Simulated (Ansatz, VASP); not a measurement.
**Os: VASP beside Ansatz**

```xyz
2
Lattice="2.7175 0.0000 0.0000 -1.3588 2.3534 0.0000 0.0000 0.0000 4.2845" Properties=species:S:1:pos:R:3 pbc="T T T"
Os    0.0000    1.5690    1.0711
Os    1.3588    0.7845    3.2133
```

Alike in both runs: task single point; functional LDA; k mesh 13 × 13 × 8; occupations gaussian, width 0.01 eV; no spin polarisation.

|  | VASP | Ansatz |
| --- | --- | --- |
| version | VASP 6.6.1 | Ansatz 0.2.0 |
| potentials or method | VASP PAW LDA potentials, release 64 (Os), cutoff 520 eV | plane waves (420 eV) with PAW, scalar-relativistic |
| valence electrons in the cell | 16 | 32 |

```csv
,VASP,Ansatz,Ansatz less VASP
pressure (GPa),0.9,-0.1,-0.97
"traceless stress, the component that is largest in VASP (GPa)",-0.86,-0.76,+0.098
```

Ansatz warns that its potentials were made for another functional, while VASP's fit it. LDA's correlation is that of Perdew and Zunger in VASP and of Perdew and Wang (1992) in Ansatz. VASP's potentials hold 16 valence electrons a cell and Ansatz's 32, so a difference there can come from the potentials and not from the codes.

Spin-orbit coupling is off throughout.
